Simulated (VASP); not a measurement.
# CuI (P4/nmm) in VASP: further runs, part 2 of 2

VASP 6.6.1. The steps go on from the part before.

## Step 4: Relaxation of shape and atoms at fixed volume, PBE+D3(BJ) (22.89 Å³/atom)

This run uses another cell than the first one, of 22.89 Å³/atom.

INCAR

```
ALGO = Normal
EDIFF = 1E-7
EDIFFG = -0.01
ENCUT = 600
GGA = PE
IBRION = 2
ISIF = 4
ISMEAR = 0
IVDW = 12
LASPH = T
LCHARG = F
LREAL = F
LWAVE = F
NELM = 100
NSW = 50
PREC = Accurate
SIGMA = 0.02
```

KPOINTS

```
k-points
0
Gamma
  8 8 6
```

POSCAR

```
CuI
1.0
    3.9203514724      0.0000000000      0.0000000000
    0.0000000000      3.9203514724      0.0000000000
    0.0000000000      0.0000000000      5.9578154254
Cu I
2 2
Direct
    0.5000000000      0.5000000000      0.0000000000
    0.0000000000      0.0000000000      0.0000000000
    0.5000000000      0.0000000000      0.2866707539
    0.0000000000      0.5000000000      0.7133292461
```

Potentials or basis: VASP PAW PBE potentials, release 64 (Cu, I).

Started as:

```
$ cat potpaw_PBE.64/Cu/POTCAR potpaw_PBE.64/I/POTCAR > POTCAR
$ mpirun -np 1 vasp_std > vasp.out
```

OUTCAR:

```text
EDIFF = 1E-7
   EDIFFG = -0.01
   ENCUT = 600
   GGA = PE
   IBRION = 2
   ISIF = 4
   ISMEAR = 0
   IVDW = 12
   LASPH = T
   LREAL = F
   NELM = 100
   NSW = 50
   PREC = Accurate
 IVDW          = 12

 ion  position               nearest neighbor table
   1  0.500  0.500  0.000-   3 2.60   4 2.60   3 2.60   4 2.60   2 2.77   2 2.77   2 2.77   2 2.77

   2  0.000  0.000  0.000-   3 2.60   4 2.60   4 2.60   3 2.60   1 2.77   1 2.77   1 2.77   1 2.77

   3  0.500  0.000  0.287-   1 2.60   2 2.60   1 2.60   2 2.60
   4  0.000  0.500  0.713-   1 2.60   2 2.60   2 2.60   1 2.60

  LATTYP: Found a simple tetragonal cell.
 ALAT       =     3.9203514724
 C/A-ratio  =     1.5197146142

  Lattice vectors:

 A1 = (   3.9203514724,   0.0000000000,   0.0000000000)
 A2 = (   0.0000000000,   3.9203514724,   0.0000000000)
 A3 = (   0.0000000000,   0.0000000000,   5.9578154254)

Analysis of symmetry for initial positions (statically):
=====================================================================
 Subroutine PRICEL returns:
 Original cell was already a primitive cell.

 Routine SETGRP: Setting up the symmetry group for a
 simple tetragonal supercell.

 Subroutine GETGRP returns: Found 16 space group operations
 (whereof  8 operations were pure point group operations)
 out of a pool of 16 trial point group operations.

The static configuration has the point symmetry D_2d.
 The point group associated with its full space group is D_4h.

Analysis of symmetry for dynamics (positions and initial velocities):
=====================================================================
 Subroutine PRICEL returns:
 Original cell was already a primitive cell.

 Routine SETGRP: Setting up the symmetry group for a
 simple tetragonal supercell.

 Subroutine GETGRP returns: Found 16 space group operations
 (whereof  8 operations were pure point group operations)
 out of a pool of 16 trial point group operations.

The dynamic configuration has the point symmetry D_2d.
 The point group associated with its full space group is D_4h.

 Subroutine INISYM returns: Found 16 space group operations
 (whereof  8 operations are pure point group operations),
 and found     1 'primitive' translations

----------------------------------------------------------------------------------------

                                     Primitive cell

  volume of cell :      91.5666

  direct lattice vectors                    reciprocal lattice vectors
     3.920351472  0.000000000  0.000000000     0.255079170  0.000000000  0.000000000
     0.000000000  3.920351472  0.000000000     0.000000000  0.255079170  0.000000000
     0.000000000  0.000000000  5.957815425     0.000000000  0.000000000  0.167846757

  length of vectors
     3.920351472  3.920351472  5.957815425     0.255079170  0.255079170  0.167846757

  position of ions in fractional coordinates (direct lattice)
     0.500000000  0.500000000  0.000000000
     0.000000000  0.000000000  0.000000000
     0.500000000  0.000000000  0.286670754
     0.000000000  0.500000000  0.713329246

  ion indices of the primitive-cell ions
   primitive index   ion index
                 1           1
                 2           2
                 3           3
                 4           4

----------------------------------------------------------------------------------------

 KPOINTS: k-points

Automatic generation of k-mesh.
 Grid dimensions read from file:
 generate k-points for:    8    8    6

 Generating k-lattice:

  Cartesian coordinates                     Fractional coordinates (reciprocal lattice)
     0.031884896  0.000000000  0.000000000     0.125000000  0.000000000  0.000000000
     0.000000000  0.031884896  0.000000000     0.000000000  0.125000000  0.000000000
     0.000000000  0.000000000  0.027974460     0.000000000  0.000000000  0.166666667

  Length of vectors
     0.031884896  0.031884896  0.027974460

  Shift w.r.t. Gamma in fractional coordinates (k-lattice)
     0.000000000  0.000000000  0.000000000

 Subroutine IBZKPT returns following result:
 ===========================================

 Found     60 irreducible k-points:

 Following reciprocal coordinates:
            Coordinates               Weight
  0.000000  0.000000  0.000000      1.000000
  0.125000  0.000000  0.000000      4.000000
  0.250000  0.000000  0.000000      4.000000
  0.375000  0.000000  0.000000      4.000000
  0.500000  0.000000  0.000000      2.000000
  0.125000  0.125000  0.000000      4.000000
[... 16 lines left out ...]
  0.375000  0.125000  0.166667     16.000000
  0.500000  0.125000  0.166667      8.000000
 [... further k-points ...]
   k-points           NKPTS =     60   k-points in BZ     NKDIM =     60   number of bands    NBANDS=     22
   number of dos      NEDOS =    301   number of ions     NIONS =      4
   total plane-waves  NPLWV =  49152
   dimension x,y,z NGX =    32 NGY =   32 NGZ =   48
   dimension x,y,z NGXF=    64 NGYF=   64 NGZF=   96
   ions per type =               2   2
   NGX,Y,Z   is equivalent  to a cutoff of  13.57, 13.57, 13.39 a.u.
   NGXF,Y,Z  is equivalent  to a cutoff of  27.14, 27.14, 26.79 a.u.
 SYSTEM =  unknown system
   PREC   = accura    normal or accurate (medium, high low for compatibility)
   ISTART =      0    job   : 0-new  1-cont  2-samecut
   ICHARG =      2    charge: 1-file 2-atom 10-const
   ISPIN  =      1    spin polarized calculation?
   LNONCOLLINEAR =      F non collinear calculations
   LSORBIT =      F    spin-orbit coupling
   LASPH  =      T    aspherical Exc in radial PAW
   ENCUT  =  600.0 eV  44.10 Ry    6.64 a.u.   7.83  7.83 11.90*2*pi/ulx,y,z
   NELM   =    100;   NELMIN=  2; NELMDL= -5     # of ELM steps
   EDIFF  = 0.1E-06   stopping-criterion for ELM
   LREAL  =      F    real-space projection
   EDIFFG = -.1E-01   stopping-criterion for IOM
   NSW    =     50    number of steps for IOM
   IBRION =      2    ionic relax: 0-MD 1-quasi-New 2-CG
   NFREE  =      1    steps in history (QN), initial steepest desc. (CG)
   ISIF   =      4    stress and relaxation
   ISYM   =      2    0-nonsym 1-usesym 2-fastsym
   POTIM  = 0.5000    time-step for ionic-motion
   TEBEG  =    0.0;   TEEND  =   0.0 temperature during run
   PSTRESS=    0.0 pullay stress
   NELECT =      36.0000    total number of electrons
   NUPDOWN=      -1.0000    fix difference up-down
   EMIN   =  10.00;   EMAX   =-10.00  energy-range for DOS
   EFERMI =   0.00;   METHOD = LEGACY
   ISMEAR =     0;   SIGMA  =   0.02  broadening in eV -4-tet -1-fermi 0-gaus
   EFERMI_NEDOS =   21; number of points for ismear=-14 and -15
   IALGO  =     38    algorithm
   IMIX   =      4    mixing-type and parameters
     AMIX     =   0.40;   BMIX     =  1.00
     AMIX_MAG =   1.60;   BMIX_MAG =  1.00
  volume/ion in A,a.u.               =      22.89       154.48
  Fermi-wavevector in a.u.,A,eV,Ry     =   1.199306  2.266360 19.569732  1.438335
  Thomas-Fermi vector in A             =   2.335172
   LORBIT       =      0    0 simple, 1 ext, 2 COOP (PROOUT), +10 PAW based schemes
   GGA     = PE    functional components
   LHFCALC =     F    Hartree Fock is set to
   AEXX    =    0.0000 exact exchange contribution
   IVDW    =    12    specifies the selected vdW correction
   LEPSILON=     F    determine dielectric tensor
   LRPA    =     F    only Hartree local field effects (RPA)
 conjugate gradient relaxation of ions
 non-spin polarized calculation
 Gauss-broadening in eV      SIGMA  =   0.02
  energy-cutoff  :      600.00
  volume of cell :       91.57
 maximum number of plane-waves:      3072
 NGX is ok and might be reduce to    32
   NGX = 15   NGY = 15   NGZ = 23

--------------------------------------- Ionic step        1  -------------------------------------------

 number of electron      36.0000019 magnetization

 Free energy of the ion-electron system (eV)
  ---------------------------------------------------
  ext. energy  EPLUGINS =         0.00000000
  ---------------------------------------------------
  free energy    TOTEN  =       -10.74840717 eV

  energy without entropy =      -10.74840717  energy(sigma->0) =      -10.74840717

------------------------ aborting loop because EDIFF is reached ----------------------------------------

 Edisp (eV)   -1.68551

 E8    (eV) :    -0.7398
[... 201 lines left out ...]
--------------------------------------- Ionic step        6  -------------------------------------------

 number of electron      36.0000020 magnetization

 Free energy of the ion-electron system (eV)
  ---------------------------------------------------
  ext. energy  EPLUGINS =         0.00000000
  ---------------------------------------------------
  free energy    TOTEN  =       -10.75701752 eV

  energy without entropy =      -10.75701752  energy(sigma->0) =      -10.75701752

 E-fermi :   6.6716     XC(G=0):  -9.9933

 val. band max:        6.5426741380   @ k =   0.0000   0.0000   0.0000
 cond. band min:       8.0704089371   @ k =   0.0000   0.0000   0.0000
 fundamental gap:      1.5277347991
 Fermi energy:         6.6716210556

 k-point     1 :       0.0000    0.0000    0.0000
  band No.  band energies     occupation
      1      -8.1650      2.00000
      2      -6.9371      2.00000
      3      -0.2119      2.00000
      4       2.4669      2.00000
      5       2.6119      2.00000
      6       2.6119      2.00000
[... 589 lines left out ...]
     21      11.4133      0.00000
     22      11.4133      0.00000

 [... further k-points ...]

------------------------ aborting loop because EDIFF is reached ----------------------------------------

 Edisp (eV)   -1.68543

 E8    (eV) :    -0.7397
[... 27 lines left out ...]
  FREE ENERGIE OF THE ION-ELECTRON SYSTEM (eV)
  ---------------------------------------------------
  free  energy   TOTEN  =       -12.4424437946 eV

  energy  without entropy=      -12.4424437946  energy(sigma->0) =      -12.44244379

 reached required accuracy - stopping structural energy minimisation
```

OSZICAR:

```text
N       E                     dE             d eps       ncg     rms          rms(c)
DAV:   1     0.289591593895E+03    0.28959E+03   -0.17174E+04  2640   0.211E+03
DAV:   2     0.186250941021E+02   -0.27097E+03   -0.26420E+03  2646   0.384E+02
DAV:   3    -0.101347915096E+02   -0.28760E+02   -0.28156E+02  3656   0.148E+02
DAV:   4    -0.114534280394E+02   -0.13186E+01   -0.13150E+01  3668   0.289E+01
[... 57 lines left out ...]
DAV:   4    -0.107570228233E+02    0.21914E-03   -0.49985E-04  4190   0.417E-01    0.430E-02
DAV:   5    -0.107570176002E+02    0.52231E-05   -0.95624E-05  4042   0.242E-01    0.389E-02
DAV:   6    -0.107570170786E+02    0.52156E-06   -0.23648E-05  3644   0.936E-02    0.987E-03
DAV:   7    -0.107570174321E+02   -0.35347E-06   -0.13255E-06  4132   0.202E-02    0.190E-03
DAV:   8    -0.107570175238E+02   -0.91722E-07   -0.18732E-07  1792   0.422E-03
   6 F= -.12442444E+02 E0= -.12442444E+02  d E =-.914095E-03
```

CONTCAR:

```text
CuI
   1.00000000000000
     3.9337335864647356    0.0000000000000000    0.0000000000000000
     0.0000000000000000    3.9337335864647356    0.0000000000000000
     0.0000000000000000    0.0000000000000000    5.9173487538392138
  Cu              I
     2     2
Direct
     0.5000000000000000    0.5000000000000000    0.0000000000000000
     0.0000000000000000    0.0000000000000000    0.0000000000000000
     0.5000000000000000    0.0000000000000000    0.2916813643760635
     0.0000000000000000    0.5000000000000000    0.7083186356239365

  0.00000000E+00  0.00000000E+00  0.00000000E+00
  0.00000000E+00  0.00000000E+00  0.00000000E+00
  0.00000000E+00  0.00000000E+00  0.00000000E+00
  0.00000000E+00  0.00000000E+00  0.00000000E+00
```

Run time: 6 min. Hardware: 1 thread of Intel Xeon 6975P-C, shared host; peak memory 0.33 GiB.

Results:

```yaml
Free_energy: -12.4424 eV
Energy_gained_by_relaxing: 2.1 meV/atom
Ionic_steps: 6
Pressure_after_relaxing: 3.2 GPa
Band_gap_on_the_k_mesh: 1.53 eV
Dispersion_energy_per_atom: -0.421 eV
```

The path:
| step | energy change (eV) | largest force (eV/Å) | pressure (GPa) | volume (Å³) |
| --- | --- | --- | --- | --- |
| 1 | 0.0000 | 0.2886 | 4.06 | 91.57 |
| 2 | -0.0059 | 0.1379 | 3.61 | 91.57 |
| 3 | -0.0076 | 0.0100 | 3.19 | 91.57 |
| 4 | -0.0076 | 0.0021 | 3.23 | 91.57 |
| 5 | -0.0079 | 0.0019 | 3.22 | 91.57 |
| 6 | -0.0085 | 0.0013 | 3.17 | 91.57 |

Final structure:
```yaml
crystal:
  lattice:
    - [3.93373, 0.00000, 0.00000]
    - [0.00000, 3.93373, 0.00000]
    - [0.00000, 0.00000, 5.91735]
  atoms:
    - { symbol: Cu, position: [0.50000, 0.50000, 0.00000] }
    - { symbol: Cu, position: [0.00000, 0.00000, 0.00000] }
    - { symbol: I, position: [0.50000, 0.00000, 0.29168] }
    - { symbol: I, position: [0.00000, 0.50000, 0.70832] }
```

Caveat: spin-orbit coupling is left out, which moves the levels of the heavy elements. A k mesh can miss the band edges.

## Step 5: Overview

| task | cell | cutoff (eV) | gap on the mesh (eV) | pressure (GPa) |
| --- | --- | --- | --- | --- |
| single point | a = 4.070, b = 4.070, c = 6.683 Å, 4 atoms, atomic positions A | 520 | 1.60 | -1.2 |
| relaxation of shape and atoms at fixed volume | relaxed from a = 3.889, b = 3.889, c = 5.854 Å, 4 atoms, atomic positions B | 600 | 1.53 | 4.9 |
| relaxation of shape and atoms at fixed volume | relaxed from a = 3.920, b = 3.920, c = 5.958 Å, 4 atoms, atomic positions C | 600 | 1.53 | 3.2 |

Alike in all rows: level PBE+D3(BJ); potentials or basis VASP PAW PBE potentials, release 64 (Cu, I); no spin polarisation; k mesh 8 × 8 × 6; smearing gaussian 0.02 eV.

Caveats: spin-orbit coupling is left out, which moves the levels of the heavy elements.

Total energies depend on the potentials used, so only differences within one code and one set of settings carry meaning.
